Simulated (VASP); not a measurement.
# Te (P3_121) in VASP: notebook, part 2 of 2

VASP 6.6.1. Earlier steps stand in the parts before.

## Step 3: Single point, HSE06

Contents of POSCAR:

```
Te
1.0
    4.5302708246      0.0000000000      0.0000000000
   -2.2651354123      3.9233296202      0.0000000000
    0.0000000000      0.0000000000      5.9374277319
Te
3
Direct
    0.2684005463      0.0000000000      0.3333333333
    0.0000000000      0.2684005463      0.6666666667
    0.7315994537      0.7315994537      0.0000000000
```

Contents of INCAR.step1:

```
PREC     = Accurate       # precision mode
ENCUT    = 520            # plane-wave cutoff, eV
EDIFF    = 1E-5           # SCF threshold, eV
ISMEAR   = -1             # smearing method
SIGMA    = 0.1            # smearing width, eV
LREAL    = False          # projectors in reciprocal space
LASPH    = True           # aspherical terms in the spheres
NELM     = 60             # most SCF steps
ALGO     = Normal         # electronic algorithm
ISIF     = 2              # what is computed and relaxed
LWAVE    = True           # write WAVECAR
LCHARG   = False          # write CHGCAR
NBANDS   = 16             # bands
GGA      = PE             # functional
```

Contents of INCAR.step2:

```
PREC     = Accurate       # precision mode
ENCUT    = 520            # plane-wave cutoff, eV
EDIFF    = 1E-6           # SCF threshold, eV
ISMEAR   = -1             # smearing method
SIGMA    = 0.1            # smearing width, eV
LREAL    = False          # projectors in reciprocal space
LASPH    = True           # aspherical terms in the spheres
NELM     = 60             # most SCF steps
ALGO     = Normal         # electronic algorithm
ISIF     = 2              # what is computed and relaxed
LWAVE    = False          # write WAVECAR
LCHARG   = False          # write CHGCAR
GGA      = PE             # functional
LHFCALC  = True           # exact exchange
HFSCREEN = 0.2079         # screening, 1/A
PRECFOCK = Normal       
NBANDS   = 16             # bands
ISTART   = 1
```

Contents of KPOINTS:

```
Automatic mesh
0
Gamma
  4 4 3
```

Potentials or basis: VASP PAW PBE potentials, release 64 (Te).

Run with:

```bash
cat potpaw_PBE.64/Te/POTCAR > POTCAR
cp INCAR.step1 INCAR
mpirun -np 1 vasp_std > vasp.out
cp INCAR.step2 INCAR
mpirun -np 1 vasp_std > vasp.out
```

OUTCAR:

```text
PREC = Accurate
   ENCUT = 520
   EDIFF = 1E-6
   ISMEAR = -1
   LREAL = False
   LASPH = True
   NELM = 60
   ISIF = 2
   GGA = PE
   LHFCALC = True
   HFSCREEN = 0.2079
   PRECFOCK = Normal
   ISTART = 1

 ion  position               nearest neighbor table
   1  0.268  0.000  0.333-   3 2.89   2 2.89   3 3.51   3 3.51   2 3.51   2 3.51
   2  0.000  0.268  0.667-   3 2.89   1 2.89   3 3.51   3 3.51   1 3.51   1 3.51
   3  0.732  0.732  0.000-   1 2.89   2 2.89   1 3.51   2 3.51   2 3.51   1 3.51

  LATTYP: Found a hexagonal cell.
 ALAT       =     4.5302708246
 C/A-ratio  =     1.3106120940

  Lattice vectors:

 A1 = (   4.5302708246,   0.0000000000,   0.0000000000)
 A2 = (  -2.2651354123,   3.9233296202,   0.0000000000)
 A3 = (   0.0000000000,   0.0000000000,   5.9374277319)

Analysis of symmetry for initial positions (statically):
=====================================================================
 Subroutine PRICEL returns:
 Original cell was already a primitive cell.

 Routine SETGRP: Setting up the symmetry group for a
 hexagonal supercell.

 Subroutine GETGRP returns: Found  6 space group operations
 (whereof  2 operations were pure point group operations)
 out of a pool of 24 trial point group operations.

The static configuration has the point symmetry C_2 .
 The point group associated with its full space group is D_3 .

Analysis of symmetry for dynamics (positions and initial velocities):
=====================================================================
 Subroutine PRICEL returns:
 Original cell was already a primitive cell.

 Routine SETGRP: Setting up the symmetry group for a
 hexagonal supercell.

 Subroutine GETGRP returns: Found  6 space group operations
 (whereof  2 operations were pure point group operations)
 out of a pool of 24 trial point group operations.

The dynamic configuration has the point symmetry C_2 .
 The point group associated with its full space group is D_3 .

 Subroutine INISYM returns: Found  6 space group operations
 (whereof  2 operations are pure point group operations),
 and found     1 'primitive' translations

----------------------------------------------------------------------------------------

                                     Primitive cell

  volume of cell :     105.5303

  direct lattice vectors                    reciprocal lattice vectors
     4.530270825  0.000000000  0.000000000     0.220737355  0.127442771  0.000000000
    -2.265135412  3.923329620  0.000000000     0.000000000  0.254885543  0.000000000
     0.000000000  0.000000000  5.937427732     0.000000000  0.000000000  0.168423103

  length of vectors
     4.530270825  4.530270825  5.937427732     0.254885543  0.254885543  0.168423103

  position of ions in fractional coordinates (direct lattice)
     0.268400546  0.000000000  0.333333333
     0.000000000  0.268400546  0.666666667
     0.731599454  0.731599454  0.000000000

  ion indices of the primitive-cell ions
   primitive index   ion index
                 1           1
                 2           2
[... 33 lines left out ...]
  0.250000  0.250000  0.000000      6.000000
  0.000000  0.000000  0.333333      2.000000
  0.250000  0.000000  0.333333      6.000000
  0.000000  0.250000  0.333333      6.000000
  0.500000  0.000000  0.333333      6.000000
  0.250000  0.250000  0.333333     12.000000
   k-points           NKPTS =      9   k-points in BZ     NKDIM =     48   number of bands    NBANDS=     16
   number of dos      NEDOS =    301   number of ions     NIONS =      3
   total plane-waves  NPLWV =  62208
   dimension x,y,z NGX =    36 NGY =   36 NGZ =   48
   dimension x,y,z NGXF=    72 NGYF=   72 NGZF=   96
   ions per type =               3
   NGX,Y,Z   is equivalent  to a cutoff of  13.21, 13.21, 13.44 a.u.
   NGXF,Y,Z  is equivalent  to a cutoff of  26.42, 26.42, 26.88 a.u.
 SYSTEM =  unknown system
   PREC   = accura    normal or accurate (medium, high low for compatibility)
   ISTART =      1    job   : 0-new  1-cont  2-samecut
   ICHARG =      0    charge: 1-file 2-atom 10-const
   ISPIN  =      1    spin polarized calculation?
   LNONCOLLINEAR =      F non collinear calculations
   LSORBIT =      F    spin-orbit coupling
   LASPH  =      T    aspherical Exc in radial PAW
   ENCUT  =  520.0 eV  38.22 Ry    6.18 a.u.   8.42  8.42 11.04*2*pi/ulx,y,z
   NELM   =     60;   NELMIN=  2; NELMDL=  0     # of ELM steps
   EDIFF  = 0.1E-05   stopping-criterion for ELM
   LREAL  =      F    real-space projection
   EDIFFG = 0.1E-04   stopping-criterion for IOM
   NSW    =      0    number of steps for IOM
   IBRION =     -1    ionic relax: 0-MD 1-quasi-New 2-CG
   NFREE  =      0    steps in history (QN), initial steepest desc. (CG)
   ISIF   =      2    stress and relaxation
   ISYM   =      3    0-nonsym 1-usesym 2-fastsym
   POTIM  = 0.5000    time-step for ionic-motion
   TEBEG  =    0.0;   TEEND  =   0.0 temperature during run
   PSTRESS=    0.0 pullay stress
   NELECT =      18.0000    total number of electrons
   NUPDOWN=      -1.0000    fix difference up-down
   EMIN   =  10.00;   EMAX   =-10.00  energy-range for DOS
   EFERMI =   0.00;   METHOD = LEGACY
   ISMEAR =    -1;   SIGMA  =   0.10  broadening in eV -4-tet -1-fermi 0-gaus
   EFERMI_NEDOS =   21; number of points for ismear=-14 and -15
   IALGO  =     38    algorithm
   IMIX   =      1    mixing-type and parameters
     AMIX     =   0.40;   BMIX     =  1.00
     AMIX_MAG =   1.60;   BMIX_MAG =  1.00
  volume/ion in A,a.u.               =      35.18       237.38
  Fermi-wavevector in a.u.,A,eV,Ry     =   0.907904  1.715690 11.215140  0.824290
  Thomas-Fermi vector in A             =   2.031767
   LORBIT       =      0    0 simple, 1 ext, 2 COOP (PROOUT), +10 PAW based schemes
   GGA     = PE    functional components
   LHFCALC =     T    Hartree Fock is set to
   PRECFOCK=normal    Normal, Fast or Accurate (Low or Medium for compatibility)
   ENCUT4O =  -1.0   cutoff for four orbital integrals eV
   NKREDX  =     1    reduce k-point grid by
   NKREDY  =     1    reduce k-point grid by
   NKREDZ  =     1    reduce k-point grid by
   AEXX    =    0.2500 exact exchange contribution
   HFSCREEN=    0.2079 screening length (either q_TF or 0.3 A-1)
   HFSCREENC=   0.2079 screening length for correlation (either q_TF or 0.3 A-1)
   ENCUTFOCK=  -1.0 apply spherical cutoff to Coloumb kernel
   IVDW    =     0    specifies the selected vdW correction
   LEPSILON=     F    determine dielectric tensor
   LRPA    =     F    only Hartree local field effects (RPA)
 non-spin polarized calculation
  energy-cutoff  :      520.00
  volume of cell :      105.53
 maximum number of plane-waves:      2873
 NGX is ok and might be reduce to    36
  NGX = 28; NGY = 28; NGZ = 36

 number of electron      17.9999999 magnetization

 Free energy of the ion-electron system (eV)
  ---------------------------------------------------
  ext. energy  EPLUGINS =         0.00000000
  ---------------------------------------------------
  free energy    TOTEN  =       -11.81361299 eV

  energy without entropy =      -11.81261677  energy(sigma->0) =      -11.81311488

 E-fermi :   5.5333     XC(G=0):  -7.4610

 val. band max:        4.8648131999   @ k =   0.2500   0.2500   0.3333
 cond. band min:       6.0959915297   @ k =   0.0000   0.0000   0.3333
 fundamental gap:      1.2311783298
 Fermi energy:         5.5332790709

 k-point     1 :       0.0000    0.0000    0.0000
  band No.  band energies     occupation
      1      -9.5251      2.00000
      2      -5.9951      2.00000
      3      -5.9951      2.00000
      4       1.8694      2.00000
      5       2.2146      2.00000
      6       2.2146      2.00000
[... 148 lines left out ...]
      3      -5.6293      2.00000
      4      -0.3249      2.00000
      5       0.2173      2.00000
      6       0.8428      2.00000
[... 8 lines left out ...]
     15      12.6475      0.00000
     16      13.4966      0.00000

------------------------ aborting loop because EDIFF is reached ----------------------------------------

  FORCE on cell =-STRESS in cart. coord.  units (eV):
  Direction    XX          YY          ZZ          XY          YZ          ZX
  --------------------------------------------------------------------------------------
  -------------------------------------------------------------------------------------
  Total       -1.0298652     -1.0298652     -1.9659125     -0.0000000      0.0000000     -0.0000000
  in kB      -15.6355684    -15.6355684    -29.8467789     -0.0000000      0.0000000     -0.0000000
  external PRESSURE =     -20.3726385 kB  Pullay stress =       0.0000000 kB

 VOLUME and BASIS-vectors are now :
 -----------------------------------------------------------------------------
  energy-cutoff  :      520.00
  volume of cell :      105.53
      direct lattice vectors                 reciprocal lattice vectors
     4.530270825  0.000000000  0.000000000     0.220737355  0.127442771  0.000000000
    -2.265135412  3.923329620  0.000000000     0.000000000  0.254885543  0.000000000
     0.000000000  0.000000000  5.937427732     0.000000000  0.000000000  0.168423103

 POSITION                                       TOTAL-FORCE (eV/Angst)
 -----------------------------------------------------------------------------------
      1.21593      0.00000      1.97914        -0.496431      0.000000      0.000000
     -0.60796      1.05302      3.95829         0.248215     -0.429922      0.000000
      1.65717      2.87031      0.00000         0.248215      0.429922      0.000000
 -----------------------------------------------------------------------------------
    total drift:                               -0.000002     -0.000001     -0.000000

  FREE ENERGIE OF THE ION-ELECTRON SYSTEM (eV)
  ---------------------------------------------------
  free  energy   TOTEN  =       -11.8136129897 eV

  energy  without entropy=      -11.8126167734  energy(sigma->0) =      -11.81311488
```

It took 9.5 min on 1 thread of Intel Xeon Platinum 8488C (Sapphire Rapids), shared host; peak memory 0.34 GiB.

What came out:

```
Free energy            : -11.8136 eV
Pressure               : -2.0 GPa
Largest force          : 0.496 eV/Å
Band gap on the k mesh : 1.23 eV, indirect (least direct gap 1.50 eV)
```

Forces on the atoms (eV/Å):
```
Te  -0.496  0.000  0.000
Te   0.248 -0.430  0.000
Te   0.248  0.430  0.000
```

Caveat: the PAW data sets were made with another functional, which shifts forces and pressure a little; spin-orbit coupling is left out, which moves the levels of the heavy elements. A k mesh can miss the band edges.
